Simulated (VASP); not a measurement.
# VCrC2 (R-3m) in VASP: single point with PBE

Aim: the single point of VCrC2 with PBE.

Program: VASP 6.6.1. These are calculated values, not measurements. Logs are shortened: lines on timing, memory, paths and dates and some standing lists are left out, and cuts for length are marked.

**1. The cell of the first run**

It takes space group R-3m (No. 166, trigonal). The conventional cell has a = 2.921 Å, b = 2.921 Å, c = 14.218 Å, α = 90.00°, β = 90.00°, γ = 120.00°. Within 2.7 Å of V (site symmetry -3m) lie 6 C at 2.07 Å. Cr (site symmetry -3m) has 6 C at 2.05 Å within 2.7 Å. Within 2.7 Å of C (site symmetry 3m) lie 3 Cr at 2.05 Å and 3 V at 2.07 Å.

**2. Single point, PBE, collinear spin, ferromagnetic start**

INCAR reads:

```
ALGO = Normal ; EDIFF = 1E-6
ENCUT = 520 ; GGA = PE
ISIF = 2 ; ISMEAR = 0
ISPIN = 2 ; LASPH = T
LCHARG = F ; LMAXMIX = 4
LORBIT = 11 ; LREAL = F
LWAVE = F ; MAGMOM = 2 3 0 0
NBANDS = 28 ; NELM = 150
PREC = Accurate ; SIGMA = 0.1
```

KPOINTS reads:

```
k-points
0
Gamma
  6 6 6
```

POSCAR reads:

```
VCrC2
1.0
    1.4606320600      0.8432963100      4.7393851300
   -1.4606320600      0.8432963100      4.7393851300
    0.0000000000     -1.6865926300      4.7393851300
V Cr C
1 1 2
Direct
    0.0000000000      0.0000000000      0.0000000000
    0.5000000000      0.5000000000      0.5000000000
    0.7512410300      0.7512410300      0.7512410300
    0.2487589700      0.2487589700      0.2487589700
```

Potentials or basis: VASP PAW PBE potentials, release 64 (V_sv, Cr_pv, C).

The run is started by

```
cat potpaw_PBE.64/V_sv/POTCAR potpaw_PBE.64/Cr_pv/POTCAR potpaw_PBE.64/C/POTCAR > POTCAR
mpirun -np 1 vasp_std > vasp.out
```

OUTCAR:

```text
EDIFF = 1E-6
   ENCUT = 520
   GGA = PE
   ISIF = 2
   ISMEAR = 0
   ISPIN = 2
   LASPH = T
   LORBIT = 11
   LREAL = F
   NELM = 150
   PREC = Accurate

 ion  position               nearest neighbor table
   1  0.000  0.000  0.000-   3 2.07   3 2.07   4 2.07   4 2.07   3 2.07   4 2.07   2 2.91   2 2.91
                             2 2.91   2 2.91   2 2.91   2 2.91
   2  0.500  0.500  0.500-   4 2.05   4 2.05   3 2.05   3 2.05   4 2.05   3 2.05   1 2.91   1 2.91
                             1 2.91   1 2.91   1 2.91   1 2.91
   3  0.751  0.751  0.751-   2 2.05   2 2.05   2 2.05   1 2.07   1 2.07   1 2.07
   4  0.249  0.249  0.249-   2 2.05   2 2.05   2 2.05   1 2.07   1 2.07   1 2.07

  LATTYP: Found a trigonal (rhomboedric) cell.
 ALAT       =     5.0305433197
 COS(alpha) =     0.8313905673

  Lattice vectors:

 A1 = (   1.4606320600,   0.8432963100,   4.7393851300)
 A2 = (  -1.4606320600,   0.8432963100,   4.7393851300)
 A3 = (   0.0000000000,  -1.6865926300,   4.7393851300)

Analysis of symmetry for initial positions (statically):
=====================================================================
 Subroutine PRICEL returns:
 Original cell was already a primitive cell.

 Routine SETGRP: Setting up the symmetry group for a
 trigonal (rhombohedral) supercell.

 Subroutine GETGRP returns: Found 12 space group operations
 (whereof 12 operations were pure point group operations)
 out of a pool of 12 trial point group operations.

The static configuration has the point symmetry D_3d.

Analysis of symmetry for dynamics (positions and initial velocities):
=====================================================================
 Subroutine PRICEL returns:
 Original cell was already a primitive cell.

 Routine SETGRP: Setting up the symmetry group for a
 trigonal (rhombohedral) supercell.

 Subroutine GETGRP returns: Found 12 space group operations
 (whereof 12 operations were pure point group operations)
 out of a pool of 12 trial point group operations.

The dynamic configuration has the point symmetry D_3d.

Analysis of structural, dynamic, and magnetic symmetry:
=====================================================================
 Subroutine PRICEL returns:
 Original cell was already a primitive cell.

 Routine SETGRP: Setting up the symmetry group for a
 trigonal (rhombohedral) supercell.

 Subroutine GETGRP returns: Found 12 space group operations
 (whereof 12 operations were pure point group operations)
 out of a pool of 12 trial point group operations.

The overall configuration has the point symmetry D_3d.

 Subroutine INISYM returns: Found 12 space group operations
 (whereof 12 operations are pure point group operations),
 and found     1 'primitive' translations

----------------------------------------------------------------------------------------

                                     Primitive cell

  volume of cell :      35.0263

  direct lattice vectors                    reciprocal lattice vectors
     1.460632060  0.843296310  4.739385130     0.342317558  0.197637134  0.070332612
    -1.460632060  0.843296310  4.739385130    -0.342317558  0.197637134  0.070332612
     0.000000000 -1.686592630  4.739385130     0.000000000 -0.395274268  0.070332611

  length of vectors
     5.030543320  5.030543320  5.030543322     0.401482781  0.401482781  0.401482781

  position of ions in fractional coordinates (direct lattice)
     0.000000000  0.000000000  0.000000000
     0.500000000  0.500000000  0.500000000
     0.751241030  0.751241030  0.751241030
     0.248758970  0.248758970  0.248758970

  ion indices of the primitive-cell ions
   primitive index   ion index
                 1           1
                 2           2
                 3           3
                 4           4

----------------------------------------------------------------------------------------

 KPOINTS: k-points

Automatic generation of k-mesh.
 Grid dimensions read from file:
 generate k-points for:    6    6    6

 Generating k-lattice:

  Cartesian coordinates                     Fractional coordinates (reciprocal lattice)
     0.057052926  0.032939522  0.011722102     0.166666667  0.000000000  0.000000000
    -0.057052926  0.032939522  0.011722102     0.000000000  0.166666667  0.000000000
     0.000000000 -0.065879045  0.011722102     0.000000000  0.000000000  0.166666667

  Length of vectors
     0.066913797  0.066913797  0.066913797

  Shift w.r.t. Gamma in fractional coordinates (k-lattice)
     0.000000000  0.000000000  0.000000000

 Subroutine IBZKPT returns following result:
 ===========================================

 Found     32 irreducible k-points:

 Following reciprocal coordinates:
            Coordinates               Weight
  0.000000  0.000000  0.000000      1.000000
  0.166667  0.000000 -0.000000      6.000000
  0.333333  0.000000  0.000000      6.000000
  0.500000  0.000000 -0.000000      3.000000
  0.166667  0.166667 -0.000000      6.000000
  0.333333  0.166667 -0.000000     12.000000
[... 16 lines left out ...]
  0.500000  0.500000  0.166667      6.000000
 -0.333333  0.500000  0.166667     12.000000
 [... further k-points ...]
   k-points           NKPTS =     32   k-points in BZ     NKDIM =     32   number of bands    NBANDS=     28
   number of dos      NEDOS =    301   number of ions     NIONS =      4
   total plane-waves  NPLWV =  64000
   dimension x,y,z NGX =    40 NGY =   40 NGZ =   40
   dimension x,y,z NGXF=    80 NGYF=   80 NGZF=   80
   ions per type =               1   1   2
   NGX,Y,Z   is equivalent  to a cutoff of  13.22, 13.22, 13.22 a.u.
   NGXF,Y,Z  is equivalent  to a cutoff of  26.44, 26.44, 26.44 a.u.
 SYSTEM =  unknown system
   PREC   = accura    normal or accurate (medium, high low for compatibility)
   ISTART =      0    job   : 0-new  1-cont  2-samecut
   ICHARG =      2    charge: 1-file 2-atom 10-const
   ISPIN  =      2    spin polarized calculation?
   LNONCOLLINEAR =      F non collinear calculations
   LSORBIT =      F    spin-orbit coupling
   LASPH  =      T    aspherical Exc in radial PAW
   ENCUT  =  520.0 eV  38.22 Ry    6.18 a.u.   9.35  9.35  9.35*2*pi/ulx,y,z
   NELM   =    150;   NELMIN=  2; NELMDL= -5     # of ELM steps
   EDIFF  = 0.1E-05   stopping-criterion for ELM
   LREAL  =      F    real-space projection
   EDIFFG = 0.1E-04   stopping-criterion for IOM
   NSW    =      0    number of steps for IOM
   IBRION =     -1    ionic relax: 0-MD 1-quasi-New 2-CG
   NFREE  =      0    steps in history (QN), initial steepest desc. (CG)
   ISIF   =      2    stress and relaxation
   ISYM   =      2    0-nonsym 1-usesym 2-fastsym
   POTIM  = 0.5000    time-step for ionic-motion
   TEBEG  =    0.0;   TEEND  =   0.0 temperature during run
   PSTRESS=    0.0 pullay stress
   NELECT =      33.0000    total number of electrons
   NUPDOWN=      -1.0000    fix difference up-down
   EMIN   =  10.00;   EMAX   =-10.00  energy-range for DOS
   EFERMI =   0.00;   METHOD = LEGACY
   ISMEAR =     0;   SIGMA  =   0.10  broadening in eV -4-tet -1-fermi 0-gaus
   EFERMI_NEDOS =   21; number of points for ismear=-14 and -15
   IALGO  =     38    algorithm
   IMIX   =      4    mixing-type and parameters
     AMIX     =   0.40;   BMIX     =  1.00
     AMIX_MAG =   1.60;   BMIX_MAG =  1.00
  volume/ion in A,a.u.               =       8.76        59.09
  Fermi-wavevector in a.u.,A,eV,Ry     =   1.604900  3.032822 35.044592  2.575705
  Thomas-Fermi vector in A             =   2.701332
   LORBIT       =     11    0 simple, 1 ext, 2 COOP (PROOUT), +10 PAW based schemes
   GGA     = PE    functional components
   LHFCALC =     F    Hartree Fock is set to
   AEXX    =    0.0000 exact exchange contribution
   IVDW    =     0    specifies the selected vdW correction
   LEPSILON=     F    determine dielectric tensor
   LRPA    =     F    only Hartree local field effects (RPA)
 spin polarized calculation
 Gauss-broadening in eV      SIGMA  =   0.10
  energy-cutoff  :      520.00
  volume of cell :       35.03
 maximum number of plane-waves:       966
 NGX is ok and might be reduce to    40
   NGX = 19   NGY = 19   NGZ = 19

 number of electron      32.9999997 magnetization       0.6642989

 Free energy of the ion-electron system (eV)
  ---------------------------------------------------
  ext. energy  EPLUGINS =         0.00000000
  ---------------------------------------------------
  free energy    TOTEN  =       -37.47268402 eV

  energy without entropy =      -37.45811848  energy(sigma->0) =      -37.46540125

 E-fermi :  11.0777     XC(G=0): -13.5636

 val. band max:       11.0717605966   @ k =   0.5000   0.5000   0.5000
 cond. band min:      11.0787956624   @ k =  -0.3333   0.1667   0.1667
 fundamental gap:      0.0070350658
 Fermi energy:        11.0777283945

 spin component 1

 k-point     1 :       0.0000    0.0000    0.0000
  band No.  band energies     occupation
      1     -53.8870      1.00000
      2     -33.0648      1.00000
      3     -32.9588      1.00000
      4     -32.9588      1.00000
      5     -27.7950      1.00000
      6     -27.5708      1.00000
[... 20 lines left out ...]
     27      19.2199      0.00000
     28      22.6088      0.00000

 k-point     2 :       0.1667    0.0000   -0.0000
  band No.  band energies     occupation
      1     -53.8755      1.00000
      2     -33.0552      1.00000
      3     -33.0107      1.00000
      4     -32.9710      1.00000
      5     -27.7813      1.00000
      6     -27.6593      1.00000
[... 20 lines left out ...]
     27      21.0137      0.00000
     28      23.4180      0.00000

 k-point     3 :       0.3333    0.0000    0.0000
  band No.  band energies     occupation
      1     -53.8523      1.00000
      2     -33.1133      1.00000
      3     -33.0356      1.00000
      4     -32.9952      1.00000
      5     -27.8332      1.00000
      6     -27.7534      1.00000
[... 616 lines left out ...]
      3     -33.0359      1.00000
      4     -32.9954      1.00000
      5     -27.8309      1.00000
      6     -27.7530      1.00000
[... 20 lines left out ...]
     27      20.8735      0.00000
     28      23.2388      0.00000

 k-point    24 :      -0.3333    0.5000    0.1667
  band No.  band energies     occupation
      1     -53.8406      1.00000
      2     -33.1389      1.00000
      3     -33.0344      1.00000
      4     -33.0269      1.00000
      5     -27.8712      1.00000
      6     -27.7374      1.00000
[... 20 lines left out ...]
     27      21.4064      0.00000
     28      23.3264      0.00000

 [... further k-points ...]

 spin component 2

 k-point     1 :       0.0000    0.0000    0.0000
  band No.  band energies     occupation
      1     -53.9140      1.00000
      2     -32.3037      1.00000
      3     -32.1061      1.00000
      4     -32.1061      1.00000
      5     -27.8333      1.00000
      6     -27.5921      1.00000
[... 20 lines left out ...]
     27      19.2350      0.00000
     28      22.6198      0.00000

 k-point     2 :       0.1667    0.0000   -0.0000
  band No.  band energies     occupation
      1     -53.9024      1.00000
      2     -32.2932      1.00000
      3     -32.1604      1.00000
      4     -32.1188      1.00000
      5     -27.8200      1.00000
      6     -27.6806      1.00000
[... 20 lines left out ...]
     27      21.0405      0.00000
     28      23.4244      0.00000

 k-point     3 :       0.3333    0.0000    0.0000
  band No.  band energies     occupation
      1     -53.8792      1.00000
      2     -32.2730      1.00000
      3     -32.2663      1.00000
      4     -32.1439      1.00000
      5     -27.8545      1.00000
      6     -27.7927      1.00000
[... 616 lines left out ...]
      3     -32.2679      1.00000
      4     -32.1442      1.00000
      5     -27.8519      1.00000
      6     -27.7922      1.00000
[... 20 lines left out ...]
     27      20.9158      0.00000
     28      23.3676      0.00000

 k-point    24 :      -0.3333    0.5000    0.1667
  band No.  band energies     occupation
      1     -53.8676      1.00000
      2     -32.2945      1.00000
      3     -32.2629      1.00000
      4     -32.1846      1.00000
      5     -27.8920      1.00000
      6     -27.7766      1.00000
[... 20 lines left out ...]
     27      21.4411      0.00000
     28      23.4529      0.00000

 [... further k-points ...]
[... 5 lines left out ...]
  --------------------------------------------------------------------------------------
  -------------------------------------------------------------------------------------
  Total       -0.1887128     -0.1887128     -0.4265300      0.0000000      0.0000000      0.0000000
  in kB       -8.6321259     -8.6321259    -19.5103859      0.0000000      0.0000000      0.0000000
  external PRESSURE =     -12.2582126 kB  Pullay stress =       0.0000000 kB

 VOLUME and BASIS-vectors are now :
 -----------------------------------------------------------------------------
  energy-cutoff  :      520.00
  volume of cell :       35.03
      direct lattice vectors                 reciprocal lattice vectors
     1.460632060  0.843296310  4.739385130     0.342317558  0.197637134  0.070332612
    -1.460632060  0.843296310  4.739385130    -0.342317558  0.197637134  0.070332612
     0.000000000 -1.686592630  4.739385130     0.000000000 -0.395274268  0.070332611

 POSITION                                       TOTAL-FORCE (eV/Angst)
 -----------------------------------------------------------------------------------
      0.00000      0.00000      0.00000         0.000000      0.000000      0.000000
      0.00000     -0.00000      7.10908         0.000000      0.000000      0.000000
      0.00000     -0.00000     10.68126         0.000000     -0.000000      0.065324
      0.00000     -0.00000      3.53689         0.000000      0.000000     -0.065324
 -----------------------------------------------------------------------------------
    total drift:                               -0.000000      0.000000     -0.000000

  FREE ENERGIE OF THE ION-ELECTRON SYSTEM (eV)
  ---------------------------------------------------
  free  energy   TOTEN  =       -37.4726840231 eV

  energy  without entropy=      -37.4581184825  energy(sigma->0) =      -37.46540125

 total charge

# of ion       s       p       d       tot
------------------------------------------
    1        2.265   6.326   3.180  11.771
    2        0.332   6.446   4.323  11.101
    3        0.894   1.525   0.000   2.420
    4        0.894   1.525   0.000   2.420
--------------------------------------------------
tot          4.385  15.823   7.504  27.712

 magnetization (x)

# of ion       s       p       d       tot
------------------------------------------
    1       -0.002  -0.005  -0.026  -0.033
    2        0.004   0.005   0.771   0.781
    3       -0.004  -0.030   0.000  -0.033
    4       -0.004  -0.030   0.000  -0.033
--------------------------------------------------
tot         -0.005  -0.059   0.745   0.681
```

It took 7.2 min on 1 thread of AMD EPYC 7R13, shared host; peak memory 0.28 GiB.

What came out:

```
Free energy                                           : -37.4727 eV
Pressure                                              : -1.2 GPa
Largest force                                         : 0.065 eV/Å
Net moment                                            : 0.66 μB per cell
Site moments                                          : V -0.03; Cr +0.78; C -0.03 μB
Valence electrons inside the program's atomic spheres : V 11.77; Cr 11.10; C 2.42
```

Forces on the atoms (eV/Å):
```
V    0.000  0.000  0.000
Cr   0.000  0.000  0.000
C    0.000  0.000  0.065
C    0.000  0.000 -0.065
```

Levels at points of the mesh, in eV from the Fermi level:
Spin up:
| k point | band 13 | band 14 | band 15 | band 16 | band 17 | band 18 | band 19 | band 20 | band 21 | band 22 |
| --- | --- | --- | --- | --- | --- | --- | --- | --- | --- | --- |
| (0.00, 0.00, 0.00) | -1.64 | -1.64 | -1.57 | -0.60 | -0.60 | 0.64 | 0.64 | 0.99 | 0.99 | 1.07 |
| (0.50, 0.00, 0.00) | -4.63 | -3.69 | -3.44 | -0.81 | -0.03 | 0.01 | 0.90 | 1.34 | 2.18 | 3.63 |
| (0.50, 0.50, 0.00) | -4.61 | -3.63 | -1.22 | -1.13 | -0.06 | 0.22 | 0.40 | 0.99 | 1.43 | 2.16 |
| (0.50, 0.50, 0.50) | -3.68 | -3.20 | -3.20 | -1.02 | -1.02 | -0.01 | -0.01 | 0.88 | 1.67 | 4.26 |
Spin down:
```tsv
k point	band 12	band 13	band 14	band 15	band 16	band 17	band 18	band 19	band 20	band 21
(0.00, 0.00, 0.00)	-4.56	-1.18	-1.18	-1.11	-0.33	-0.33	0.90	0.90	0.92	0.92
(0.50, 0.00, 0.00)	-4.64	-4.42	-3.48	-3.47	-0.18	-0.10	0.92	1.29	1.69	2.12
(0.50, 0.50, 0.00)	-4.56	-4.48	-3.33	-1.26	-1.18	0.55	0.87	0.88	1.42	1.48
(0.50, 0.50, 0.50)	-3.37	-3.37	-3.23	-3.23	-0.30	-0.30	-0.07	-0.07	1.41	1.57
```

Caveat: the k points lie up to 0.42 Å⁻¹ apart; an empty level that is flat over the whole mesh can mark a ghost state of the potentials, or a narrow d or f band.
